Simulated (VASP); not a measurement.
Runs of VASP 6.6.1 on LiCl. The structure is that of space group Fm-3m (No. 225), or close to it. The cells are those of the table. 

| cell | gap on the mesh (eV) |
| --- | --- |
| a = 3.645, b = 3.645, c = 3.663 Å, angles 59.8, 59.8, 60.3°, 2 atoms | (a) |
| a = 3.636, b = 3.636, c = 3.645 Å, angles 59.9, 59.9, 60.2°, 2 atoms | 6.28 |
| a = 3.627 Å, angles 60.0°, 2 atoms | 6.34 |
| a = 3.618, b = 3.618, c = 3.609 Å, angles 60.1, 60.1, 59.8°, 2 atoms | (b) |
| a = 3.609, b = 3.609, c = 3.591 Å, angles 60.2, 60.2, 59.7°, 2 atoms | 6.44 |

Alike in all rows: task single point; level PBE; potentials or basis VASP PAW PBE potentials, release 64 (Li_sv, Cl); no spin polarisation; k mesh 6 × 6 × 6; cutoff (eV) 520; smearing gaussian 0.02 eV.

Estimate the missing entries.

(a) 6.22; (b) 6.39.

A k mesh can miss the band edges.
